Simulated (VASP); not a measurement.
Crystal: CaSe.

```
Ca Se
1.0
     0.00000    2.96753    2.96753
     2.96753    0.00000    2.96753
     2.96753    2.96753    0.00000
Ca Se
1 1
Direct
  0.00000 0.00000 0.00000
  0.50000 0.50000 0.50000
```

Base run:

- Program: VASP 6.6.1
- Functional: PBEsol
- Potentials or basis: VASP PAW PBE potentials, release 64 (Ca_sv, Se)
- Cutoff: 500 eV
- k mesh: 6 × 6 × 6
- Occupations: gaussian, width 0.01 eV
- Spin: no spin polarisation

Its results: band gap on the k mesh 1.95 eV, indirect (least direct gap 2.89 eV); pressure -1.5 GPa.

Task: The run is repeated on the same cell with these changes: functional from PBEsol to r2SCAN; cutoff from 500 eV to 550 eV. What comes out?

Result: Band gap on the k mesh 2.52 eV, indirect (least direct gap 3.46 eV); pressure 0.3 GPa.

r2SCAN gives the wider gap, since meta-GGAs in the generalised Kohn-Sham scheme recover part of the derivative discontinuity.

Caveats: the PAW data sets were made with another functional, which shifts forces and pressure a little.

A k mesh can miss the band edges.
